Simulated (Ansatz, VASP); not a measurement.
**One calculation of KTi3, two programs**

```
K Ti
1.0
     4.40167    0.00000    0.00000
     0.00000    4.40167    0.00000
     0.00000    0.00000    4.40167
K Ti
1 3
Direct
  0.50000 0.50000 0.50000
  0.50000 0.00000 0.00000
  0.00000 0.50000 0.00000
  0.00000 0.00000 0.50000
```

Alike in both runs: functional PBE; k mesh 10 × 10 × 10; occupations gaussian, width 0.1 eV; no spin polarisation.

Ansatz relaxed the structure, and its values are those at the end. VASP's run is a single point on that final structure, the one shown.

|  | VASP | Ansatz |
| --- | --- | --- |
| version | VASP 6.6.1 | Ansatz 0.2.0 |
| potentials or method | VASP PAW PBE potentials, release 64 (K_sv, Ti_sv), cutoff 520 eV | scalar-relativistic, plane waves, PAW |
| valence electrons in the cell | 45 | 45 |

|  | VASP | Ansatz | Ansatz less VASP |
| --- | --- | --- | --- |
| gap on the k mesh at the Fermi level (eV) | none | none | - |
| pressure (GPa) | 0.0 | 0.0 | -0.03 |

A gap of «none» marks a metal or a gap that the smearing closes.
